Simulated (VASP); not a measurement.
# GaSb (F-43m) in VASP: relaxation of cell and atoms with r2SCAN

Aim: the relaxation of cell and atoms of GaSb with r2SCAN.

Everything below comes from runs of VASP 6.6.1. Logs are shortened: lines on timing, memory, paths and dates and some standing lists are left out, and cuts for length are marked.

## (1) The cell of the first run

Symmetry: F-43m, No. 216, cubic system. The conventional cell has a = 6.118 Å, b = 6.118 Å, c = 6.118 Å, α = 90.00°, β = 90.00°, γ = 90.00°. Ga (site symmetry -43m) has 4 Sb at 2.65 Å within 3.5 Å. Within 3.5 Å of Sb (site symmetry -43m) lie 4 Ga at 2.65 Å.

## (2) Relaxation of cell and atoms, r2SCAN

Contents of POSCAR:

```
GaSb
1.0
    3.0590000000      3.0590000000      0.0000000000
   -3.0590000000      3.0590000000      0.0000000000
    0.0000000000      3.0590000000      3.0590000000
Ga Sb
1 1
Direct
    0.0000000000      0.0000000000      0.0000000000
    0.7500000000      0.2500000000      0.5000000000
```

Contents of INCAR.step1:

```
  PREC = Accurate
  ENCUT = 600
  ISMEAR = -1
  SIGMA = 0.08
  LREAL = F
  LASPH = T
  NELM = 60
  GGA = PE
  ALGO = Normal
  EDIFF = 1E-4
  LWAVE = T
  LCHARG = F
```

Contents of INCAR.step2:

```
  PREC = Accurate
  ENCUT = 600
  EDIFF = 1E-6
  ISMEAR = -1
  SIGMA = 0.08
  LREAL = F
  LASPH = T
  NELM = 60
  ALGO = Normal
  ISIF = 3
  LWAVE = F
  LCHARG = F
  METAGGA = R2SCAN
  LMIXTAU = T
  IBRION = 2
  NSW = 100
  EDIFFG = -0.002
  ISTART = 1
```

Contents of KPOINTS:

```
Automatic mesh
0
Gamma
  10 10 10
```

Potentials or basis: VASP PAW PBE potentials, release 64 (Ga_d, Sb).

Command:

```bash
$ cat potpaw_PBE.64/Ga_d/POTCAR potpaw_PBE.64/Sb/POTCAR > POTCAR
$ cp INCAR.step1 INCAR
$ mpirun -np 1 vasp_std > vasp.out
$ cp INCAR.step2 INCAR
$ mpirun -np 1 vasp_std > vasp.out
```

OUTCAR:

```text
PREC = Accurate
   ENCUT = 600
   EDIFF = 1E-6
   ISMEAR = -1
   LREAL = F
   LASPH = T
   NELM = 60
   ISIF = 3
   METAGGA = R2SCAN
   IBRION = 2
   NSW = 100
   EDIFFG = -0.002
   ISTART = 1

 ion  position               nearest neighbor table
   1  0.000  0.000  0.000-   2 2.65   2 2.65   2 2.65   2 2.65
   2  0.750  0.250  0.500-   1 2.65   1 2.65   1 2.65   1 2.65

  LATTYP: Found a face centered cubic cell.
 ALAT       =     6.1180000000

  Lattice vectors:

 A1 = (   0.0000000000,   3.0590000000,   3.0590000000)
 A2 = (   3.0590000000,   0.0000000000,   3.0590000000)
 A3 = (   3.0590000000,   3.0590000000,   0.0000000000)

Analysis of symmetry for initial positions (statically):
=====================================================================
 Subroutine PRICEL returns:
 Original cell was already a primitive cell.

 Routine SETGRP: Setting up the symmetry group for a
 face centered cubic supercell.

 Subroutine GETGRP returns: Found 24 space group operations
 (whereof 24 operations were pure point group operations)
 out of a pool of 48 trial point group operations.

The static configuration has the point symmetry T_d .

Analysis of symmetry for dynamics (positions and initial velocities):
=====================================================================
 Subroutine PRICEL returns:
 Original cell was already a primitive cell.

 Routine SETGRP: Setting up the symmetry group for a
 face centered cubic supercell.

 Subroutine GETGRP returns: Found 24 space group operations
 (whereof 24 operations were pure point group operations)
 out of a pool of 48 trial point group operations.

The dynamic configuration has the point symmetry T_d .

 Subroutine INISYM returns: Found 24 space group operations
 (whereof 24 operations are pure point group operations),
 and found     1 'primitive' translations

----------------------------------------------------------------------------------------

                                     Primitive cell

  volume of cell :      57.2491

  direct lattice vectors                    reciprocal lattice vectors
     3.059000000  3.059000000  0.000000000     0.163452109  0.163452109 -0.163452109
    -3.059000000  3.059000000  0.000000000    -0.163452109  0.163452109 -0.163452109
     0.000000000  3.059000000  3.059000000     0.000000000  0.000000000  0.326904217

  length of vectors
     4.326079287  4.326079287  4.326079287     0.283107357  0.283107357  0.326904217

  position of ions in fractional coordinates (direct lattice)
     0.000000000  0.000000000  0.000000000
     0.750000000  0.250000000  0.500000000

  ion indices of the primitive-cell ions
   primitive index   ion index
                 1           1
                 2           2

----------------------------------------------------------------------------------------

 KPOINTS: Automatic mesh

Automatic generation of k-mesh.
 Grid dimensions read from file:
 generate k-points for:   10   10   10

 Generating k-lattice:

  Cartesian coordinates                     Fractional coordinates (reciprocal lattice)
     0.016345211  0.016345211 -0.016345211     0.100000000  0.000000000  0.000000000
    -0.016345211  0.016345211 -0.016345211     0.000000000  0.100000000  0.000000000
     0.000000000  0.000000000  0.032690422     0.000000000  0.000000000  0.100000000

  Length of vectors
     0.028310736  0.028310736  0.032690422

  Shift w.r.t. Gamma in fractional coordinates (k-lattice)
     0.000000000  0.000000000  0.000000000

 Subroutine IBZKPT returns following result:
 ===========================================

 Found     47 irreducible k-points:

 Following reciprocal coordinates:
            Coordinates               Weight
  0.000000  0.000000  0.000000      1.000000
  0.100000  0.000000  0.000000      8.000000
  0.200000  0.000000  0.000000      8.000000
  0.300000  0.000000  0.000000      8.000000
  0.400000  0.000000  0.000000      8.000000
  0.500000  0.000000  0.000000      4.000000
[... 16 lines left out ...]
  0.300000  0.300000  0.000000     12.000000
  0.400000  0.300000  0.000000     24.000000
 [... further k-points ...]
   k-points           NKPTS =     47   k-points in BZ     NKDIM =     47   number of bands    NBANDS=     13
   number of dos      NEDOS =    301   number of ions     NIONS =      2
   total plane-waves  NPLWV =  46656
   dimension x,y,z NGX =    36 NGY =   36 NGZ =   36
   dimension x,y,z NGXF=    72 NGYF=   72 NGZF=   72
   ions per type =               1   1
   NGX,Y,Z   is equivalent  to a cutoff of  13.83, 13.83, 13.83 a.u.
   NGXF,Y,Z  is equivalent  to a cutoff of  27.67, 27.67, 27.67 a.u.
 SYSTEM =  unknown system
   PREC   = accura    normal or accurate (medium, high low for compatibility)
   ISTART =      1    job   : 0-new  1-cont  2-samecut
   ICHARG =      0    charge: 1-file 2-atom 10-const
   ISPIN  =      1    spin polarized calculation?
   LNONCOLLINEAR =      F non collinear calculations
   LSORBIT =      F    spin-orbit coupling
   LASPH  =      T    aspherical Exc in radial PAW
   ENCUT  =  600.0 eV  44.10 Ry    6.64 a.u.   8.64  8.64  8.64*2*pi/ulx,y,z
   NELM   =     60;   NELMIN=  2; NELMDL=  0     # of ELM steps
   EDIFF  = 0.1E-05   stopping-criterion for ELM
   LREAL  =      F    real-space projection
   EDIFFG = -.2E-02   stopping-criterion for IOM
   NSW    =    100    number of steps for IOM
   IBRION =      2    ionic relax: 0-MD 1-quasi-New 2-CG
   NFREE  =      1    steps in history (QN), initial steepest desc. (CG)
   ISIF   =      3    stress and relaxation
   ISYM   =      2    0-nonsym 1-usesym 2-fastsym
   POTIM  = 0.5000    time-step for ionic-motion
   TEBEG  =    0.0;   TEEND  =   0.0 temperature during run
   PSTRESS=    0.0 pullay stress
   NELECT =      18.0000    total number of electrons
   NUPDOWN=      -1.0000    fix difference up-down
   EMIN   =  10.00;   EMAX   =-10.00  energy-range for DOS
   EFERMI =   0.00;   METHOD = LEGACY
   ISMEAR =    -1;   SIGMA  =   0.08  broadening in eV -4-tet -1-fermi 0-gaus
   EFERMI_NEDOS =   21; number of points for ismear=-14 and -15
   IALGO  =     38    algorithm
   IMIX   =      4    mixing-type and parameters
     AMIX     =   0.40;   BMIX     =  1.00
     AMIX_MAG =   1.60;   BMIX_MAG =  1.00
  volume/ion in A,a.u.               =      28.62       193.17
  Fermi-wavevector in a.u.,A,eV,Ry     =   1.113208  2.103657 16.860766  1.239231
  Thomas-Fermi vector in A             =   2.249790
   LORBIT       =      0    0 simple, 1 ext, 2 COOP (PROOUT), +10 PAW based schemes
   METAGGA = R2SCAN    functional components
   LHFCALC =     F    Hartree Fock is set to
   AEXX    =    0.0000 exact exchange contribution
   IVDW    =     0    specifies the selected vdW correction
   LEPSILON=     F    determine dielectric tensor
   LRPA    =     F    only Hartree local field effects (RPA)
 conjugate gradient relaxation of ions
 non-spin polarized calculation
  energy-cutoff  :      600.00
  volume of cell :       57.25
 maximum number of plane-waves:      1925
   NGX = 17   NGY = 17   NGZ = 17

--------------------------------------- Ionic step        1  -------------------------------------------

 number of electron      18.0000006 magnetization

 Free energy of the ion-electron system (eV)
  ---------------------------------------------------
  ext. energy  EPLUGINS =         0.00000000
  ---------------------------------------------------
  free energy    TOTEN  =       -37.60523295 eV

  energy without entropy =      -37.60497147  energy(sigma->0) =      -37.60510221

------------------------ aborting loop because EDIFF is reached ----------------------------------------

  FORCE on cell =-STRESS in cart. coord.  units (eV):
  Direction    XX          YY          ZZ          XY          YZ          ZX
  --------------------------------------------------------------------------------------
  -------------------------------------------------------------------------------------
  Total        0.1572779      0.1572779      0.1572779      0.0000000      0.0000000      0.0000000
  in kB        4.4015919      4.4015919      4.4015919      0.0000000      0.0000000      0.0000000
  external PRESSURE =       4.4015919 kB  Pullay stress =       0.0000000 kB
[... 21 lines left out ...]
  energy  without entropy=      -37.6049714652  energy(sigma->0) =      -37.60510221

--------------------------------------- Ionic step        2  -------------------------------------------

 number of electron      18.0000002 magnetization

 E-fermi :   4.8203     XC(G=0):  -9.6692

 val. band max:        4.5680466239   @ k =   0.0000   0.0000   0.0000
 cond. band min:       4.9313369285   @ k =   0.0000   0.0000   0.0000
 fundamental gap:      0.3632903046
 Fermi energy:         4.8202722104

 k-point     1 :       0.0000    0.0000    0.0000
  band No.  band energies     occupation
      1     -10.9076      2.00000
      2     -10.9076      2.00000
      3     -10.9076      2.00000
      4     -10.8526      2.00000
      5     -10.8526      2.00000
      6      -7.2826      2.00000
      7       4.5680      1.91807
      8       4.5680      1.91806
      9       4.5680      1.91804
     10       4.9313      0.39936
     11       7.5527      0.00000
     12       7.5527      0.00000
     13       7.5528      0.00000
[... 437 lines left out ...]
  energy  without entropy=      -37.6055324239  energy(sigma->0) =      -37.60569087

--------------------------------------- Ionic step        4  -------------------------------------------

 number of electron      18.0000003 magnetization

 Free energy of the ion-electron system (eV)
  ---------------------------------------------------
  ext. energy  EPLUGINS =         0.00000000
  ---------------------------------------------------
  free energy    TOTEN  =       -37.60584730 eV

  energy without entropy =      -37.60552802  energy(sigma->0) =      -37.60568766

 E-fermi :   4.8609     XC(G=0):  -9.6836

 val. band max:        4.5998788271   @ k =   0.0000   0.0000   0.0000
 cond. band min:       4.9866000401   @ k =   0.0000   0.0000   0.0000
 fundamental gap:      0.3867212130
 Fermi energy:         4.8609023158

 k-point     1 :       0.0000    0.0000    0.0000
  band No.  band energies     occupation
      1     -10.8817      2.00000
      2     -10.8816      2.00000
      3     -10.8816      2.00000
      4     -10.8262      2.00000
      5     -10.8261      2.00000
      6      -7.2730      2.00000
      7       4.5998      1.92629
      8       4.5999      1.92627
      9       4.5999      1.92626
     10       4.9866      0.34408
     11       7.5834      0.00000
     12       7.5835      0.00000
     13       7.5835      0.00000
[... 397 lines left out ...]
  FREE ENERGIE OF THE ION-ELECTRON SYSTEM (eV)
  ---------------------------------------------------
  free  energy   TOTEN  =       -37.6058473035 eV

  energy  without entropy=      -37.6055280235  energy(sigma->0) =      -37.60568766

 reached required accuracy - stopping structural energy minimisation
```

It took 13 min on 1 thread of Intel Xeon 8259CL, shared host; peak memory 0.25 GiB.

Results:

```
Free energy                           : -37.6058 eV
Relaxed volume                        : 28.86 Å³/atom
Relaxed cell                          : a = 4.338 Å, b = 4.338 Å, c = 4.338 Å, α = 60.00°, β = 60.00°, γ = 90.00°
Space group after relaxing (to 0.1 Å) : F-43m (No. 216)
Energy gained by relaxing             : 0.3 meV/atom
Ionic steps                           : 4
Pressure after relaxing               : 0.0 GPa
Band gap on the k mesh                : 0.39 eV
```

Step by step:
```tsv
step	energy change (eV)	largest force (eV/Å)	pressure (GPa)	volume (Å³)
1	0.0000	0.0000	0.44	57.25
2	-0.0005	0.0000	-0.15	57.90
3	-0.0006	0.0000	0.01	57.71
4	-0.0006	0.0000	0.01	57.72
```

Final structure:
```
CELL_PARAMETERS angstrom
3.06742 3.06742 0.00000
-3.06742 3.06742 0.00000
0.00000 3.06742 3.06742
ATOMIC_POSITIONS crystal
Ga 0.00000 0.00000 0.00000
Sb 0.75000 0.25000 0.50000
```

Caveat: the PAW data sets were made with another functional, which shifts forces and pressure a little; spin-orbit coupling is left out, which moves the levels of the heavy elements.
